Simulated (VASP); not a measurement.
# Zn12Cl in VASP: notebook

The runs below take Zn12Cl through single point, with PBE.

All numbers are computed with VASP 6.6.1; they aren't measurements. Logs are shortened: lines on timing, memory, paths and dates and some standing lists are left out, and cuts for length are marked.

**1. The cell of the first run**

The cell holds a slab with vacuum, 13 atoms: a = 5.320 Å, b = 5.320 Å, c = 17.937 Å, α = 90.00°, β = 90.00°, γ = 60.00°.

**2. Single point, PBE**

INCAR reads:

```
ALGO = Normal ; EDIFF = 1E-6
ENCUT = 520 ; GGA = PE
ISIF = 2 ; ISMEAR = -1
LASPH = T ; LCHARG = F
LREAL = F ; LWAVE = F
NBANDS = 88 ; NELM = 100
PREC = Accurate ; SIGMA = 0.15
```

KPOINTS reads:

```
k-points
0
Gamma
  2 2 1
```

POSCAR reads:

```
Zn12Cl
1.0
    5.3200000000      0.0000000000      0.0000000000
    2.6600000000      4.6072550000      0.0000000000
    0.0000000000      0.0000000000     17.9369600000
Zn Cl
12 1
Direct
    0.0000000000      0.0000000000      0.0557508073
    0.5000000000      0.0000000000      0.0557508073
    0.0000029844      0.4999940312      0.0557508073
    0.5000029844      0.4999940312      0.0557508073
   -0.1492846895      0.3040205068      0.1908684638
    0.3229729166      0.3612346180      0.1752247873
   -0.1793523602      0.8230280286      0.2082515655
    0.3302274248      0.8410865038      0.1783133820
    0.0666750202     -0.0056432735      0.3094058302
    0.5208529181      0.0043843894      0.3191287710
   -0.0066378339      0.4874486001      0.3283722548
    0.5137437432      0.4722117617      0.2992034325
    0.7965646287      0.8301038254      0.4326262644
```

Potentials or basis: VASP PAW PBE potentials, release 64 (Zn, Cl).

Launch:

```
$ cat potpaw_PBE.64/Zn/POTCAR potpaw_PBE.64/Cl/POTCAR > POTCAR
$ mpirun -np 1 vasp_std > vasp.out
```

OUTCAR:

```text
EDIFF = 1E-6
   ENCUT = 520
   GGA = PE
   ISIF = 2
   ISMEAR = -1
   LASPH = T
   LREAL = F
   NELM = 100
   PREC = Accurate

 ion  position               nearest neighbor table
   1  0.000  0.000  0.056-   3 2.66   4 2.66   2 2.66   2 2.66   3 2.66   4 2.66   8 2.67   5 2.80

   2  0.500  0.000  0.056-   3 2.66   4 2.66   1 2.66   1 2.66   4 2.66   3 2.66   8 2.67   6 2.71

   3  0.000  0.500  0.056-   6 2.61   2 2.66   1 2.66   4 2.66   4 2.66   2 2.66   1 2.66   5 2.90

   4  0.500  0.500  0.056-   6 2.59   2 2.66   1 2.66   3 2.66   3 2.66   1 2.66   2 2.66   8 2.70
                             5 2.91
   5  0.851  0.304  0.191-  12 2.49   8 2.52   9 2.58   7 2.66   6 2.68   6 2.69   7 2.70   1 2.80
                             8 2.82  11 2.89   3 2.90   4 2.91
   6  0.323  0.361  0.175-   8 2.57   4 2.59   3 2.61  12 2.63   7 2.64   5 2.68   5 2.69   2 2.71
                             8 2.75   7 2.82
   7  0.821  0.823  0.208-  10 2.43   8 2.62   6 2.64   9 2.65  11 2.65   5 2.66   5 2.70   8 2.81
                             6 2.82
   8  0.330  0.841  0.178-   5 2.52   6 2.57   7 2.62   9 2.65   2 2.67   1 2.67   4 2.70   6 2.75
                            12 2.76   7 2.81   5 2.82  10 3.01
   9  0.067  0.994  0.309-  10 2.45  11 2.48   5 2.58  12 2.61   8 2.65   7 2.65  12 2.77  10 2.88
                            11 2.93
  10  0.521  0.004  0.319-  13 2.41   7 2.43   9 2.45  12 2.50  11 2.65  11 2.70  12 2.87   9 2.88
                             8 3.01
  11  0.993  0.487  0.328-  13 2.45   9 2.48  10 2.65  12 2.65   7 2.65  10 2.70  12 2.78   5 2.89
                             9 2.93
  12  0.514  0.472  0.299-   5 2.49  10 2.50   9 2.61   6 2.63  11 2.65   8 2.76   9 2.77  11 2.78
                            10 2.87
  13  0.797  0.830  0.433-  10 2.41  11 2.45

  LATTYP: Found a hexagonal cell.
 ALAT       =     5.3199998717
 C/A-ratio  =     3.3716091039

  Lattice vectors:

 A1 = (  -2.6600000000,  -4.6072550000,   0.0000000000)
 A2 = (   5.3200000000,   0.0000000000,   0.0000000000)
 A3 = (   0.0000000000,   0.0000000000,  17.9369600000)

Analysis of symmetry for initial positions (statically):
=====================================================================
 Subroutine PRICEL returns:
 Original cell was already a primitive cell.

 Routine SETGRP: Setting up the symmetry group for a
 hexagonal supercell.

 Subroutine GETGRP returns: Found  1 space group operations
 (whereof  1 operations were pure point group operations)
 out of a pool of 24 trial point group operations.

The static configuration has the point symmetry C_1 .

Analysis of symmetry for dynamics (positions and initial velocities):
=====================================================================
 Subroutine PRICEL returns:
 Original cell was already a primitive cell.

 Routine SETGRP: Setting up the symmetry group for a
 hexagonal supercell.

 Subroutine GETGRP returns: Found  1 space group operations
 (whereof  1 operations were pure point group operations)
 out of a pool of 24 trial point group operations.

The dynamic configuration has the point symmetry C_1 .

 Subroutine INISYM returns: Found  1 space group operations
 (whereof  1 operations are pure point group operations),
 and found     1 'primitive' translations

----------------------------------------------------------------------------------------

                                     Primitive cell

  volume of cell :     439.6456

  direct lattice vectors                    reciprocal lattice vectors
     5.320000000  0.000000000  0.000000000     0.187969925 -0.108524490  0.000000000
     2.660000000  4.607255000  0.000000000     0.000000000  0.217048980  0.000000000
     0.000000000  0.000000000 17.936960000     0.000000000  0.000000000  0.055750807

  length of vectors
     5.320000000  5.319999872 17.936960000     0.217048975  0.217048980  0.055750807

  position of ions in fractional coordinates (direct lattice)
[... 24 lines left out ...]
                 9           9
                10          10
                11          11
                12          12
                13          13

----------------------------------------------------------------------------------------

 KPOINTS: k-points

Automatic generation of k-mesh.
 Grid dimensions read from file:
 generate k-points for:    2    2    1

 Generating k-lattice:

  Cartesian coordinates                     Fractional coordinates (reciprocal lattice)
     0.093984962 -0.054262245  0.000000000     0.500000000  0.000000000  0.000000000
     0.000000000  0.108524490  0.000000000     0.000000000  0.500000000  0.000000000
     0.000000000  0.000000000  0.055750807     0.000000000  0.000000000  1.000000000

  Length of vectors
     0.108524488  0.108524490  0.055750807

  Shift w.r.t. Gamma in fractional coordinates (k-lattice)
     0.000000000  0.000000000  0.000000000

 Subroutine IBZKPT returns following result:
 ===========================================

 Found      4 irreducible k-points:

 Following reciprocal coordinates:
            Coordinates               Weight
  0.000000  0.000000  0.000000      1.000000
  0.500000  0.000000  0.000000      1.000000
  0.500000  0.500000  0.000000      1.000000
  0.000000  0.500000  0.000000      1.000000
   k-points           NKPTS =      4   k-points in BZ     NKDIM =      4   number of bands    NBANDS=     88
   number of dos      NEDOS =    301   number of ions     NIONS =     13
   total plane-waves  NPLWV = 224000
   dimension x,y,z NGX =    40 NGY =   40 NGZ =  140
   dimension x,y,z NGXF=    80 NGYF=   80 NGZF=  280
   ions per type =              12   1
   NGX,Y,Z   is equivalent  to a cutoff of  12.50, 12.50, 12.98 a.u.
   NGXF,Y,Z  is equivalent  to a cutoff of  25.00, 25.00, 25.95 a.u.
 SYSTEM =  unknown system
   PREC   = accura    normal or accurate (medium, high low for compatibility)
   ISTART =      0    job   : 0-new  1-cont  2-samecut
   ICHARG =      2    charge: 1-file 2-atom 10-const
   ISPIN  =      1    spin polarized calculation?
   LNONCOLLINEAR =      F non collinear calculations
   LSORBIT =      F    spin-orbit coupling
   LASPH  =      T    aspherical Exc in radial PAW
   ENCUT  =  520.0 eV  38.22 Ry    6.18 a.u.   9.89  9.89 33.35*2*pi/ulx,y,z
   NELM   =    100;   NELMIN=  2; NELMDL= -5     # of ELM steps
   EDIFF  = 0.1E-05   stopping-criterion for ELM
   LREAL  =      F    real-space projection
   EDIFFG = 0.1E-04   stopping-criterion for IOM
   NSW    =      0    number of steps for IOM
   IBRION =     -1    ionic relax: 0-MD 1-quasi-New 2-CG
   NFREE  =      0    steps in history (QN), initial steepest desc. (CG)
   ISIF   =      2    stress and relaxation
   ISYM   =      2    0-nonsym 1-usesym 2-fastsym
   POTIM  = 0.5000    time-step for ionic-motion
   TEBEG  =    0.0;   TEEND  =   0.0 temperature during run
   PSTRESS=    0.0 pullay stress
   NELECT =     151.0000    total number of electrons
   NUPDOWN=      -1.0000    fix difference up-down
   EMIN   =  10.00;   EMAX   =-10.00  energy-range for DOS
   EFERMI =   0.00;   METHOD = LEGACY
   ISMEAR =    -1;   SIGMA  =   0.15  broadening in eV -4-tet -1-fermi 0-gaus
   EFERMI_NEDOS =   21; number of points for ismear=-14 and -15
   IALGO  =     38    algorithm
   IMIX   =      4    mixing-type and parameters
     AMIX     =   0.40;   BMIX     =  1.00
     AMIX_MAG =   1.60;   BMIX_MAG =  1.00
  volume/ion in A,a.u.               =      33.82       228.22
  Fermi-wavevector in a.u.,A,eV,Ry     =   1.146479  2.166532 17.883701  1.314415
  Thomas-Fermi vector in A             =   2.283164
   LORBIT       =      0    0 simple, 1 ext, 2 COOP (PROOUT), +10 PAW based schemes
   GGA     = PE    functional components
   LHFCALC =     F    Hartree Fock is set to
   AEXX    =    0.0000 exact exchange contribution
   IVDW    =     0    specifies the selected vdW correction
   LEPSILON=     F    determine dielectric tensor
   LRPA    =     F    only Hartree local field effects (RPA)
 non-spin polarized calculation
  energy-cutoff  :      520.00
  volume of cell :      439.65
 maximum number of plane-waves:     11852
 NGX is ok and might be reduce to    40
   NGX = 19   NGY = 19   NGZ = 67

 number of electron     150.9999985 magnetization

 Free energy of the ion-electron system (eV)
  ---------------------------------------------------
  ext. energy  EPLUGINS =         0.00000000
  ---------------------------------------------------
  free energy    TOTEN  =       -15.57507691 eV

  energy without entropy =      -15.20505266  energy(sigma->0) =      -15.39006478

 E-fermi :  -0.8688     XC(G=0):  -5.9944

 val. band max:       -0.9280295318   @ k =   0.5000   0.0000   0.0000
 cond. band min:      -0.6883194304   @ k =   0.5000   0.5000   0.0000
 fundamental gap:      0.2397101014
 Fermi energy:        -0.8688112144

 k-point     1 :       0.0000    0.0000    0.0000
  band No.  band energies     occupation
      1     -16.6836      2.00000
      2     -11.3287      2.00000
      3      -9.9653      2.00000
      4      -9.7090      2.00000
      5      -9.6163      2.00000
      6      -9.5738      2.00000
[... 349 lines left out ...]
     86       3.4731      0.00000
     87       3.8134      0.00000
 [bands above 87 left out]

------------------------ aborting loop because EDIFF is reached ----------------------------------------

  FORCE on cell =-STRESS in cart. coord.  units (eV):
  Direction    XX          YY          ZZ          XY          YZ          ZX
  --------------------------------------------------------------------------------------
  -------------------------------------------------------------------------------------
  Total        3.0668153      2.8557509      4.0854667      0.3085697      0.2800524     -0.7589584
  in kB       11.1762341     10.4070629     14.8884516      1.1245043      1.0205801     -2.7658321
  external PRESSURE =      12.1572495 kB  Pullay stress =       0.0000000 kB

 VOLUME and BASIS-vectors are now :
 -----------------------------------------------------------------------------
  energy-cutoff  :      520.00
  volume of cell :      439.65
      direct lattice vectors                 reciprocal lattice vectors
     5.320000000  0.000000000  0.000000000     0.187969925 -0.108524490  0.000000000
     2.660000000  4.607255000  0.000000000     0.000000000  0.217048980  0.000000000
     0.000000000  0.000000000 17.936960000     0.000000000  0.000000000  0.055750807

 POSITION                                       TOTAL-FORCE (eV/Angst)
 -----------------------------------------------------------------------------------
      0.00000      0.00000      1.00000        -0.304813     -0.015664     -0.061866
      2.66000      0.00000      1.00000         0.313328     -0.198356     -0.069992
      1.33000      2.30360      1.00000        -0.232660      0.296513     -0.111803
      3.99000      2.30360      1.00000         0.260908     -0.037153     -0.133726
      5.33450      1.40070      3.42360         0.120816      0.501499     -0.785458
      2.67910      1.66430      3.14300        -0.205114     -0.540811      0.319920
      6.55510      3.79190      3.73540         0.288688     -0.154307     -0.703080
      3.99410      3.87510      3.19840         0.276468     -0.157482      0.069015
      2.99970      4.58125      5.54980        -0.691401     -0.280844      0.382923
      2.78260      0.02020      5.72420        -0.355500      0.204090      0.585405
      6.58130      2.24580      5.89000         0.605274     -0.011143      0.134826
      3.98920      2.17560      5.36680        -0.153943      0.543450      0.242745
      6.44580      3.82450      7.76000         0.077950     -0.149792      0.131092
 -----------------------------------------------------------------------------------
    total drift:                                0.000788      0.001018     -0.000910

  FREE ENERGIE OF THE ION-ELECTRON SYSTEM (eV)
  ---------------------------------------------------
  free  energy   TOTEN  =       -15.5750769137 eV

  energy  without entropy=      -15.2050526553  energy(sigma->0) =      -15.39006478
```

Wall time 4.5 min (1 thread of Intel Xeon Platinum 8488C (Sapphire Rapids), shared host); peak memory 0.55 GiB.

Results:

- Free energy: -15.5751 eV
- Largest force: 0.940 eV/Å
- Band gap on the k mesh: zero (an odd number of electrons rules out a gap without spin polarisation)

Forces on the atoms (eV/Å):
```
Zn  -0.305 -0.016 -0.062
Zn   0.313 -0.198 -0.070
Zn  -0.233  0.297 -0.112
Zn   0.261 -0.037 -0.134
Zn   0.121  0.501 -0.785
Zn  -0.205 -0.541  0.320
Zn   0.289 -0.154 -0.703
Zn   0.276 -0.157  0.069
Zn  -0.691 -0.281  0.383
Zn  -0.355  0.204  0.585
Zn   0.605 -0.011  0.135
Zn  -0.154  0.543  0.243
Cl   0.078 -0.150  0.131
```

Caveat: the k points lie up to 0.68 Å⁻¹ apart, too coarse for converged energies and pressures of a metal; there is no dipole correction, which matters where the two faces differ.

**3. Single point, PBE**

INCAR reads:

```
SYSTEM = Zn12Cl
ALGO = Normal
EDIFF = 1E-6
ENCUT = 520
GGA = PE
ISIF = 2
ISMEAR = -1
LASPH = .True.
LCHARG = .False.
LREAL = .False.
LWAVE = .False.
NBANDS = 88
NELM = 80
PREC = Accurate
SIGMA = 0.15
```

KPOINTS reads:

```
k-points
0
Gamma
  2 2 1
  0 0 0
```

POSCAR reads:

```
Zn12Cl
1.0
    5.3200000000      0.0000000000      0.0000000000
    2.6600000000      4.6072550000      0.0000000000
    0.0000000000      0.0000000000     17.9369600000
Zn Cl
12 1
Direct
    0.0000000000      0.0000000000      0.0557508073
    0.5000000000      0.0000000000      0.0557508073
    0.0000029844      0.4999940312      0.0557508073
    0.5000029844      0.4999940312      0.0557508073
   -0.1525689071      0.3249874383      0.1781461296
    0.3336260999      0.3270711085      0.1776276470
   -0.1593007668      0.8066842404      0.2027545359
    0.3573867157      0.8279333356      0.1769140367
    0.0569642826     -0.0253947307      0.3076664050
    0.5145373072      0.0195344082      0.3310482936
    0.0379452659      0.4828688666      0.3382066972
    0.5002248204      0.4944375773      0.2986682247
    0.7972626273      0.7940085799      0.4407770325
```

Potentials or basis: VASP PAW PBE potentials, release 64 (Zn, Cl).

Launch:

```
$ cat potpaw_PBE.64/Zn/POTCAR potpaw_PBE.64/Cl/POTCAR > POTCAR
$ mpirun -np 1 vasp_std > vasp.out
```

Run time: 4.6 min. Hardware: 1 thread of Intel Xeon Platinum 8488C (Sapphire Rapids), shared host; peak memory 0.55 GiB.

It converged, with:

```
Free energy            : -15.7602 eV
Largest force          : 0.865 eV/Å
Band gap on the k mesh : zero (an odd number of electrons rules out a gap without spin polarisation)
```

Forces in eV/Å, atoms in the order of the input:
```
Zn  -0.269 -0.229 -0.146
Zn   0.372 -0.161 -0.304
Zn   0.050  0.360 -0.259
Zn   0.003 -0.048 -0.194
Zn  -0.242 -0.287  0.486
Zn   0.291 -0.051  0.334
Zn   0.257  0.316  0.183
Zn  -0.442 -0.009  0.373
Zn  -0.200  0.842  0.008
Zn  -0.051 -0.305 -0.191
Zn  -0.329 -0.089 -0.310
Zn   0.618 -0.291 -0.109
Cl  -0.057 -0.047  0.129
```

Levels at points of the mesh, in eV from the Fermi level:
```csv
k point,band 71,band 72,band 73,band 74,band 75,band 76,band 77,band 78,band 79,band 80
"(0.00, 0.00, 0.00)",-2.29,-2.16,-2.06,-1.56,-1.39,-1.15,-0.56,0.36,0.48,0.59
"(0.50, 0.00, 0.00)",-2.89,-2.66,-2.17,-1.87,0.00,0.16,0.33,1.08,3.13,3.21
"(0.50, 0.50, 0.00)",-3.07,-2.73,-2.21,-1.83,-0.26,0.16,0.42,1.18,3.04,3.10
"(0.00, 0.50, 0.00)",-2.88,-2.82,-2.12,-1.79,-0.06,0.19,0.46,1.04,3.11,3.23
```

Caveat: the k points lie up to 0.68 Å⁻¹ apart, too coarse for converged energies and pressures of a metal; there is no dipole correction, which matters where the two faces differ.

**4. Single point, PBE**

INCAR reads:

```
PREC = Accurate ; ENCUT = 520
EDIFF = 1E-6 ; ISMEAR = -1
SIGMA = 0.15 ; LREAL = F
LASPH = T ; NELM = 100
ALGO = Normal ; ISIF = 2
LWAVE = F ; LCHARG = F
GGA = PE ; NBANDS = 88
```

KPOINTS reads:

```
Automatic mesh
0
Gamma
  2 2 1
```

POSCAR reads:

```
Zn12Cl
1.0
    5.3200000000      0.0000000000      0.0000000000
    2.6600000000      4.6072550000      0.0000000000
    0.0000000000      0.0000000000     17.9369600000
Zn Cl
12 1
Direct
    0.0000000000      0.0000000000      0.0557508073
    0.5000000000      0.0000000000      0.0557508073
    0.0000029844      0.4999940312      0.0557508073
    0.5000029844      0.4999940312      0.0557508073
   -0.1586304152      0.3235766199      0.1771927908
    0.3664527369      0.2864178345      0.1904113072
   -0.1311719103      0.8128701363      0.1994373629
    0.3480862273      0.8151057408      0.1852822329
   -0.0157170044      0.0366595728      0.3086085937
    0.5214126264      0.0020619653      0.3393830393
    0.0589351355      0.4746861200      0.3389147325
    0.5470767342      0.4972375091      0.2981441671
    0.7961489796      0.7420253492      0.4506616506
```

Launch:

```
$ cat potpaw_PBE.64/Zn/POTCAR potpaw_PBE.64/Cl/POTCAR > POTCAR
$ mpirun -np 1 vasp_std > vasp.out
```

It took 4.2 min on 1 thread of Intel Xeon Platinum 8488C (Sapphire Rapids), shared host; peak memory 0.55 GiB.

It converged, with:

```yaml
Free_energy: -15.6160 eV
Largest_force: 1.243 eV/Å
Band_gap_on_the_k_mesh: zero (an odd number of electrons rules out a gap without spin polarisation)
```

Forces in eV/Å, atoms in the order of the input:
```
Zn  -0.136 -0.260 -0.058
Zn   0.182 -0.127 -0.009
Zn   0.148  0.218  0.033
Zn  -0.075  0.014  0.019
Zn   0.426  0.017  0.036
Zn  -0.298  0.431 -0.032
Zn  -0.503 -0.441 -0.012
Zn   0.131  0.201 -0.152
Zn   0.923 -0.796  0.243
Zn  -0.081 -0.175 -0.129
Zn  -0.133  0.366 -0.053
Zn  -0.598  0.520  0.542
Cl   0.013  0.034 -0.427
```

Levels at points of the mesh, in eV from the Fermi level:
```tsv
k point	band 73	band 74	band 75	band 76	band 77	band 78
(0.00, 0.00, 0.00)	-1.79	-1.57	-1.43	-1.08	-0.63	0.38
(0.50, 0.00, 0.00)	-2.12	-1.79	-0.03	0.18	0.45	0.85
(0.50, 0.50, 0.00)	-2.19	-1.87	-0.24	0.05	0.42	1.11
(0.00, 0.50, 0.00)	-2.17	-1.89	0.08	0.19	0.25	0.93
```

Caveat: the k points lie up to 0.68 Å⁻¹ apart, too coarse for converged energies and pressures of a metal; there is no dipole correction, which matters where the two faces differ.

**5. The runs side by side**

| cell | gap on the mesh (eV) | largest force (eV/Å) |
| --- | --- | --- |
| as given, atomic positions A | none | 0.94 |
| as given, atomic positions B | none | 0.87 |
| as given, atomic positions C | none | 1.24 |

Alike in all rows: task single point; level PBE; potentials or basis VASP PAW PBE potentials, release 64 (Zn, Cl); no spin polarisation; k mesh 2 × 2 × 1; cutoff (eV) 520; smearing fermi-dirac 0.15 eV.

Caveats: all runs use coarse meshes; there is no dipole correction, which matters where the two faces differ.

Total energies depend on the potentials used, so only differences within one code and one set of settings carry meaning.

The gap in the log of VASP goes by the Fermi energy; the results here count the filled bands.